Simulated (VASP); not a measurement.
# Sn (Fd-3m) in VASP: further runs, part 2 of 2

VASP 6.6.1. The steps go on from the part before.

### 4 Single point, r2SCAN (volume scaled by 0.94)

Contents of POSCAR:

```
Sn
1.0
    0.0000000000      3.2161880327      3.2161880327
    3.2161880327      0.0000000000      3.2161880327
    3.2161880327      3.2161880327      0.0000000000
Sn
2
Direct
    0.0000000000      0.0000000000      0.0000000000
    0.2500000000      0.2500000000      0.2500000000
```

Contents of INCAR.step1:

```
SYSTEM = Sn
  ALGO = Normal
  EDIFF = 1E-4
  ENCUT = 520
  GGA = PE
  ISMEAR = 0
  LASPH = .True.
  LCHARG = .False.
  LREAL = .False.
  LWAVE = .True.
  NBANDS = 21
  NELM = 100
  PREC = Accurate
  SIGMA = 0.1
```

Contents of INCAR.step2:

```
SYSTEM = Sn
  ALGO = Normal
  EDIFF = 1E-7
  ENCUT = 520
  ISIF = 2
  ISMEAR = 0
  ISTART = 1
  LASPH = .True.
  LCHARG = .False.
  LMIXTAU = .True.
  LREAL = .False.
  LWAVE = .False.
  METAGGA = R2SCAN
  NBANDS = 21
  NELM = 100
  PREC = Accurate
  SIGMA = 0.1
```

Contents of KPOINTS:

```
k-points
0
Gamma
  12 12 12
  0 0 0
```

Potentials or basis: VASP PAW PBE potentials, release 64 (Sn_d).

Started as:

```sh
$ cat potpaw_PBE.64/Sn_d/POTCAR > POTCAR
$ cp INCAR.step1 INCAR
$ mpirun -np 1 vasp_std > vasp.out
$ cp INCAR.step2 INCAR
$ mpirun -np 1 vasp_std > vasp.out
```

OUTCAR:

```text
SYSTEM = Sn
   EDIFF = 1E-7
   ENCUT = 520
   ISIF = 2
   ISMEAR = 0
   ISTART = 1
   LASPH = .True.
   LREAL = .False.
   METAGGA = R2SCAN
   NELM = 100
   PREC = Accurate

 ion  position               nearest neighbor table
   1  0.000  0.000  0.000-   2 2.79   2 2.79   2 2.79   2 2.79
   2  0.250  0.250  0.250-   1 2.79   1 2.79   1 2.79   1 2.79

  LATTYP: Found a face centered cubic cell.
 ALAT       =     6.4323760654

  Lattice vectors:

 A1 = (   0.0000000000,   3.2161880327,   3.2161880327)
 A2 = (   3.2161880327,   0.0000000000,   3.2161880327)
 A3 = (   3.2161880327,   3.2161880327,   0.0000000000)

Analysis of symmetry for initial positions (statically):
=====================================================================
 Subroutine PRICEL returns:
 Original cell was already a primitive cell.

 Routine SETGRP: Setting up the symmetry group for a
 face centered cubic supercell.

 Subroutine GETGRP returns: Found 48 space group operations
 (whereof 24 operations were pure point group operations)
 out of a pool of 48 trial point group operations.

The static configuration has the point symmetry T_d .
[... 157 lines left out ...]
  ---------------------------------------------------
  ext. energy  EPLUGINS =         0.00000000
  ---------------------------------------------------
  free energy    TOTEN  =       -49.45595687 eV

  energy without entropy =      -49.45583300  energy(sigma->0) =      -49.45589493

 E-fermi :   5.9078     XC(G=0):  -9.7195

 val. band max:        5.8746357767   @ k =   0.0000   0.0000   0.0000
 cond. band min:       6.0712690075   @ k =   0.5000   0.0000   0.0000
 fundamental gap:      0.1966332308
 Fermi energy:         5.9077732395

 k-point     1 :       0.0000    0.0000    0.0000
  band No.  band energies     occupation
      1     -16.5928      2.00000
      2     -16.5928      2.00000
      3     -16.5928      2.00000
      4     -16.5222      2.00000
      5     -16.5222      2.00000
      6     -16.1748      2.00000
[... 565 lines left out ...]
     20      14.1493      0.00000
     21      14.4442      0.00000

 [... further k-points ...]
[... 5 lines left out ...]
  --------------------------------------------------------------------------------------
  -------------------------------------------------------------------------------------
  Total        1.2737761      1.2737761      1.2737761      0.0000000      0.0000000     -0.0000000
  in kB       30.6725150     30.6725150     30.6725150      0.0000000      0.0000000     -0.0000000
  external PRESSURE =      30.6725150 kB  Pullay stress =       0.0000000 kB

 VOLUME and BASIS-vectors are now :
 -----------------------------------------------------------------------------
  energy-cutoff  :      520.00
  volume of cell :       66.54
      direct lattice vectors                 reciprocal lattice vectors
     0.000000000  3.216188033  3.216188033    -0.155463547  0.155463547  0.155463547
     3.216188033  0.000000000  3.216188033     0.155463547 -0.155463547  0.155463547
     3.216188033  3.216188033  0.000000000     0.155463547  0.155463547 -0.155463547

 POSITION                                       TOTAL-FORCE (eV/Angst)
 -----------------------------------------------------------------------------------
      0.00000      0.00000      0.00000         0.000000      0.000000      0.000000
      1.60809      1.60809      1.60809        -0.000000     -0.000000     -0.000000
 -----------------------------------------------------------------------------------
    total drift:                                0.000000      0.000000      0.000000

  FREE ENERGIE OF THE ION-ELECTRON SYSTEM (eV)
  ---------------------------------------------------
  free  energy   TOTEN  =       -49.4559568661 eV

  energy  without entropy=      -49.4558329967  energy(sigma->0) =      -49.45589493
```

OUTCAR.step1:

```text
SYSTEM = Sn
   EDIFF = 1E-4
   ENCUT = 520
   GGA = PE
   ISMEAR = 0
   LASPH = .True.
   LREAL = .False.
[... 799 lines left out ...]
      0.00000      0.00000      0.00000         0.000000      0.000000      0.000000
      1.60809      1.60809      1.60809        -0.000000     -0.000000     -0.000000
 -----------------------------------------------------------------------------------
    total drift:                                0.000000      0.000000      0.000000

  FREE ENERGIE OF THE ION-ELECTRON SYSTEM (eV)
  ---------------------------------------------------
  free  energy   TOTEN  =        -7.5989546171 eV

  energy  without entropy=       -7.5982079477  energy(sigma->0) =       -7.59858128
```

OSZICAR.step1:

```text
N       E                     dE             d eps       ncg     rms          rms(c)
DAV:   1     0.227094145173E+03    0.22709E+03   -0.14499E+04  3109   0.192E+03
DAV:   2     0.172468924722E+02   -0.20985E+03   -0.20550E+03  3054   0.446E+02
DAV:   3    -0.683443118146E+01   -0.24081E+02   -0.23945E+02  3444   0.139E+02
DAV:   4    -0.763428936920E+01   -0.79986E+00   -0.79948E+00  3494   0.284E+01
DAV:   5    -0.766678120327E+01   -0.32492E-01   -0.32491E-01  4384   0.533E+00    0.337E+00
DAV:   6    -0.761918414671E+01    0.47597E-01   -0.29410E-02  4077   0.209E+00    0.197E+00
DAV:   7    -0.759666216328E+01    0.22522E-01   -0.47755E-02  3271   0.221E+00    0.163E-01
DAV:   8    -0.759855279141E+01   -0.18906E-02   -0.57872E-03  3424   0.814E-01    0.526E-02
DAV:   9    -0.759893763873E+01   -0.38485E-03   -0.47468E-04  2723   0.143E-01    0.119E-02
DAV:  10    -0.759895461712E+01   -0.16978E-04   -0.36079E-05  2744   0.533E-02
   1 F= -.75989546E+01 E0= -.75985813E+01  d E =-.746669E-03
```

Run time: 2.9 min. Hardware: 1 thread of Intel Xeon Platinum 8559C (Emerald Rapids), shared host; peak memory 0.25 GiB.

Results:

| Item | Value |
| --- | --- |
| Free energy | -49.4560 eV |
| Pressure | 3.1 GPa |
| Band gap on the k mesh | zero (filled and empty bands touch) |

Caveat: the PAW data sets were made with another functional, which shifts forces and pressure a little; spin-orbit coupling is left out, which moves the levels of the heavy elements.

### 5 Summary

| cell | gap on the mesh (eV) | pressure (GPa) |
| --- | --- | --- |
| a = 4.449 Å, angles 60.0°, 2 atoms | 0.34 | 7.5 |
| a = 4.499 Å, angles 60.0°, 2 atoms | 0.08 | 5.1 |
| a = 4.548 Å, angles 60.0°, 2 atoms | none | 3.1 |

Alike in all rows: task single point; level r2SCAN; potentials or basis VASP PAW PBE potentials, release 64 (Sn_d); no spin polarisation; k mesh 12 × 12 × 12; cutoff (eV) 520; smearing gaussian 0.1 eV.

Caveats: the PAW data sets were made with another functional, which shifts forces and pressure a little; spin-orbit coupling is left out, which moves the levels of the heavy elements.

Absolute energies hang on the potentials; compare differences alone.
